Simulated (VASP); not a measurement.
Input of a VASP 6.6.1 run:

The input INCAR:

```
SYSTEM = NaCl
PREC     = Accurate       ! precision mode
ENCUT    = 520            ! plane-wave cutoff, eV
EDIFF    = 1E-6           ! SCF threshold, eV
ISMEAR   = 0              ! smearing method
SIGMA    = 0.01           ! smearing width, eV
LREAL    = .FALSE.        ! projectors in reciprocal space
LASPH    = .TRUE.         ! aspherical terms in the spheres
NELM     = 80             ! most SCF steps
ALGO     = Normal         ! electronic algorithm
ISIF     = 2              ! what is computed and relaxed
LWAVE    = .FALSE.        ! write WAVECAR
LCHARG   = .FALSE.        ! write CHGCAR
GGA      = CA             ! functional
NBANDS   = 14             ! bands
```

KPOINTS

```
Automatic mesh
0
G
  8 8 8
  0 0 0
```

Contents of POSCAR:

```
NaCl
1.0
    0.0000000000      2.8026988303      2.8026988303
    2.8026988303      0.0000000000      2.8026988303
    2.8026988303      2.8026988303      0.0000000000
Na Cl
1 1
Direct
    0.0000000000      0.0000000000      0.0000000000
    0.5000000000      0.5000000000      0.5000000000
```

Potentials or basis: VASP PAW LDA potentials, release 64 (Na_pv, Cl).

Command:

```console
$ cat potpaw_LDA.64/Na_pv/POTCAR potpaw_LDA.64/Cl/POTCAR > POTCAR
$ mpirun -np 1 vasp_std > vasp.out
```

(1) Predict the band gap on the k mesh.

(2) Predict the pressure.

Results:

(1) 4.77 eV, direct.

(2) -2.0 GPa.
